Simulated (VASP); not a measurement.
Set up this calculation in VASP 6.6.1, as the native input.

* Task: single point
* Functional: LDA
* Potentials or basis: VASP PAW LDA potentials, release 64 (B, As_d)
* Cutoff: 560 eV
* k mesh: 15 × 15 × 15
* Occupations: fermi-dirac, width 0.05 eV
* Spin: no spin polarisation
* Dipole correction: no
* Further INCAR settings: ALGO = Normal; EDIFF = 1e-06; NBANDS = 16

The structure of BAs lies in POSCAR:

```
BAs
1.0
    0.0000000000      2.3659370215      2.3659370215
    2.3659370215      0.0000000000      2.3659370215
    2.3659370215      2.3659370215      0.0000000000
B As
1 1
Direct
    0.0000000000      0.0000000000      0.0000000000
    0.2500000000      0.2500000000      0.2500000000
```

These files were run (other wordings do the same):

INCAR

```
PREC     = Accurate       # precision mode
ENCUT    = 560            # plane-wave cutoff, eV
EDIFF    = 1E-6           # SCF threshold, eV
ISMEAR   = -1             # smearing method
SIGMA    = 0.05           # smearing width, eV
LREAL    = F              # projectors in reciprocal space
LASPH    = T              # aspherical terms in the spheres
NELM     = 120            # most SCF steps
ALGO     = Normal         # electronic algorithm
ISIF     = 2              # what is computed and relaxed
LWAVE    = F              # write WAVECAR
LCHARG   = F              # write CHGCAR
NBANDS   = 16             # bands
GGA_COMPAT= F
```

KPOINTS

```
regular mesh
0
Gamma
  15 15 15
```

Potentials or basis: VASP PAW LDA potentials, release 64 (B, As_d).

Command:

```sh
$ cat potpaw_LDA.64/B/POTCAR potpaw_LDA.64/As_d/POTCAR > POTCAR
$ mpirun -np 1 vasp_std > vasp.out
```

It gave:

- Pressure: 1.1 GPa
- Band gap on the k mesh: 1.10 eV (least direct gap 3.29 eV)

Caveat: an odd mesh through Γ misses points on the zone boundary, where band edges can lie.

Run time: 28 s on 1 thread of AMD EPYC 9R45 96-Core Processor (Zen 5), on a shared host, peak memory 0.15 GiB.
